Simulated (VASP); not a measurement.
# LaScF (P-6m2) in VASP: further runs, part 2 of 2

VASP 6.6.1. Earlier steps stand in the parts before.

## Step 3: Relaxation of cell and atoms, PBE

This run uses another cell than the first one, of 25.15 Å³/atom.

Contents of INCAR:

```
ALGO = Normal
EDIFF = 1E-7
EDIFFG = -0.01
ENCUT = 600
GGA = PE
IBRION = 2
ISIF = 3
ISMEAR = 0
LASPH = True
LCHARG = False
LREAL = False
LWAVE = False
NELM = 100
NSW = 100
PREC = Accurate
SIGMA = 0.1
```

Contents of KPOINTS:

```
k-points
0
Gamma
  12 12 8
```

Contents of POSCAR:

```
LaScF
1.0
    3.6568242298      0.0000000000      0.0000000000
   -1.8284121149      3.1669026802      0.0000000000
    0.0000000000      0.0000000000      6.5147155855
La Sc F
1 1 1
Direct
    0.0000000000      0.0000000000      0.0000000000
    0.3333333333      0.6666666667      0.5000000000
    0.6666666667      0.3333333333      0.5000000000
```

Potentials or basis: VASP PAW PBE potentials, release 64 (La, Sc_sv, F).

On the command line:

```
$ cat potpaw_PBE.64/La/POTCAR potpaw_PBE.64/Sc_sv/POTCAR potpaw_PBE.64/F/POTCAR > POTCAR
$ mpirun -np 1 vasp_std > vasp.out
```

OUTCAR:

```text
EDIFF = 1E-7
   EDIFFG = -0.01
   ENCUT = 600
   GGA = PE
   IBRION = 2
   ISIF = 3
   ISMEAR = 0
   LASPH = True
   LREAL = False
   NELM = 100
   NSW = 100
   PREC = Accurate

 ion  position               nearest neighbor table
   1  0.000  0.000  0.000-
   2  0.333  0.667  0.500-   3 2.11   3 2.11   3 2.11
   3  0.667  0.333  0.500-   2 2.11   2 2.11   2 2.11

  LATTYP: Found a hexagonal cell.
 ALAT       =     3.6568242298
 C/A-ratio  =     1.7815227575

  Lattice vectors:

 A1 = (   3.6568242298,   0.0000000000,   0.0000000000)
 A2 = (  -1.8284121149,   3.1669026802,   0.0000000000)
 A3 = (   0.0000000000,   0.0000000000,   6.5147155855)

Analysis of symmetry for initial positions (statically):
=====================================================================
 Subroutine PRICEL returns:
 Original cell was already a primitive cell.

 Routine SETGRP: Setting up the symmetry group for a
 hexagonal supercell.

 Subroutine GETGRP returns: Found 12 space group operations
 (whereof 12 operations were pure point group operations)
 out of a pool of 24 trial point group operations.

The static configuration has the point symmetry D_3h.

Analysis of symmetry for dynamics (positions and initial velocities):
=====================================================================
 Subroutine PRICEL returns:
 Original cell was already a primitive cell.

 Routine SETGRP: Setting up the symmetry group for a
 hexagonal supercell.

 Subroutine GETGRP returns: Found 12 space group operations
 (whereof 12 operations were pure point group operations)
 out of a pool of 24 trial point group operations.

The dynamic configuration has the point symmetry D_3h.

 Subroutine INISYM returns: Found 12 space group operations
 (whereof 12 operations are pure point group operations),
 and found     1 'primitive' translations
[... 122 lines left out ...]
   GGA     = PE    functional components
   LHFCALC =     F    Hartree Fock is set to
   AEXX    =    0.0000 exact exchange contribution
   IVDW    =     0    specifies the selected vdW correction
   LEPSILON=     F    determine dielectric tensor
   LRPA    =     F    only Hartree local field effects (RPA)
 conjugate gradient relaxation of ions
 non-spin polarized calculation
 Gauss-broadening in eV      SIGMA  =   0.10
  energy-cutoff  :      600.00
  volume of cell :       75.45
 maximum number of plane-waves:      2541
 NGX is ok and might be reduce to    30
   NGX = 15   NGY = 15   NGZ = 27

--------------------------------------- Ionic step        1  -------------------------------------------

 number of electron      28.9999996 magnetization

 Free energy of the ion-electron system (eV)
  ---------------------------------------------------
  ext. energy  EPLUGINS =         0.00000000
  ---------------------------------------------------
  free energy    TOTEN  =       -16.95449740 eV

  energy without entropy =      -16.93503199  energy(sigma->0) =      -16.94476469

------------------------ aborting loop because EDIFF is reached ----------------------------------------

  FORCE on cell =-STRESS in cart. coord.  units (eV):
  Direction    XX          YY          ZZ          XY          YZ          ZX
  --------------------------------------------------------------------------------------
  -------------------------------------------------------------------------------------
  Total       -0.0420779     -0.0420779     -0.1097082      0.0000000      0.0000000     -0.0000000
  in kB       -0.8935733     -0.8935733     -2.3297835      0.0000000      0.0000000     -0.0000000
  external PRESSURE =      -1.3723101 kB  Pullay stress =       0.0000000 kB
[... 98 lines left out ...]
--------------------------------------- Ionic step        4  -------------------------------------------

 number of electron      28.9999997 magnetization

 Free energy of the ion-electron system (eV)
  ---------------------------------------------------
  ext. energy  EPLUGINS =         0.00000000
  ---------------------------------------------------
  free energy    TOTEN  =       -16.95474288 eV

  energy without entropy =      -16.93550394  energy(sigma->0) =      -16.94512341

 E-fermi :   5.8098     XC(G=0):  -9.4344

 val. band max:        5.8078065946   @ k =   0.4167   0.0833   0.5000
 cond. band min:       5.8104569327   @ k =   0.3333   0.1667   0.5000
 fundamental gap:      0.0026503380
 Fermi energy:         5.8098255472

 k-point     1 :       0.0000    0.0000    0.0000
  band No.  band energies     occupation
      1     -44.9265      2.00000
      2     -27.1256      2.00000
      3     -23.5374      2.00000
      4     -23.5212      2.00000
      5     -23.5212      2.00000
      6     -20.7301      2.00000
[... 481 lines left out ...]
      5     -23.5251      2.00000
      6     -20.2217      2.00000
[... 10 lines left out ...]
     17       6.7610      0.00000
     18       6.7698      0.00000

 [... further k-points ...]

------------------------ aborting loop because EDIFF is reached ----------------------------------------

  FORCE on cell =-STRESS in cart. coord.  units (eV):
  Direction    XX          YY          ZZ          XY          YZ          ZX
  --------------------------------------------------------------------------------------
  -------------------------------------------------------------------------------------
  Total        0.0125307      0.0125307     -0.0162404      0.0000000     -0.0000000      0.0000000
  in kB        0.2673007      0.2673007     -0.3464325      0.0000000     -0.0000000      0.0000000
  external PRESSURE =       0.0627230 kB  Pullay stress =       0.0000000 kB
[... 18 lines left out ...]
  FREE ENERGIE OF THE ION-ELECTRON SYSTEM (eV)
  ---------------------------------------------------
  free  energy   TOTEN  =       -16.9547428802 eV

  energy  without entropy=      -16.9355039412  energy(sigma->0) =      -16.94512341

 reached required accuracy - stopping structural energy minimisation
```

CONTCAR:

```text
LaScF
   1.00000000000000
     3.6553586911480096    0.0000000000000000   -0.0000000000000000
    -1.8276793455740048    3.1656334864971254   -0.0000000000000000
     0.0000000000000000    0.0000000000000000    6.4907795746971919
  La              Sc              F
     1     1     1
Direct
     0.0000000000000000    1.0000000000000000    1.0000000000000000
     0.3333333332999970    0.6666666667000030    0.5000000000000000
     0.6666666667000030    0.3333333332999970    0.5000000000000000

  0.00000000E+00  0.00000000E+00  0.00000000E+00
  0.00000000E+00  0.00000000E+00  0.00000000E+00
  0.00000000E+00  0.00000000E+00  0.00000000E+00
```

Run time: 19 min. Hardware: 1 thread of Intel Xeon 8259CL, shared host; peak memory 0.36 GiB.

What came out:

```yaml
Free_energy: -16.9547 eV
Relaxed_volume: 25.04 Å³/atom
Relaxed_cell: a = 3.655 Å, b = 3.655 Å, c = 6.491 Å, α = 90.00°, β = 90.00°, γ = 120.00°
Space_group_after_relaxing_to_0.1_Å: P-6m2 (No. 187)
Energy_gained_by_relaxing: 0.1 meV/atom
Ionic_steps: 4
Pressure_after_relaxing: 0.0 GPa
Band_gap_on_the_k_mesh: zero (an odd number of electrons rules out a gap without spin polarisation)
```

The path:
```tsv
step	energy change (eV)	largest force (eV/Å)	pressure (GPa)	volume (Å³)
1	0.0000	0.0000	-0.14	75.45
2	-0.0002	0.0000	-0.01	75.21
3	-0.0002	0.0000	0.03	75.12
4	-0.0002	0.0000	0.01	75.11
```

Final structure:
```xyz
3
Lattice="3.6554 0.0000 0.0000 -1.8277 3.1656 0.0000 0.0000 0.0000 6.4908" Properties=species:S:1:pos:R:3 pbc="T T T"
La   -1.8277    3.1656    6.4908
Sc    0.0000    2.1104    3.2454
F     1.8277    1.0552    3.2454
```

Levels at points of the mesh, in eV from the Fermi level:
```csv
k point,band 12,band 13,band 14,band 15,band 16,band 17
"(0.00, 0.00, 0.00)",-7.67,-3.15,-0.97,1.01,1.19,1.28
"(0.50, 0.00, 0.00)",-7.79,-1.45,-0.51,-0.40,0.59,0.66
"(0.00, 0.00, 0.50)",-7.76,-2.10,-1.40,0.33,0.70,1.15
"(0.50, 0.00, 0.50)",-7.78,-1.35,-1.27,0.05,0.13,1.01
```

Caveat: spin-orbit coupling is left out, which moves the levels of the heavy elements; an odd number of electrons without spin polarisation forces a metal; a magnetic or distorted state may lie lower.
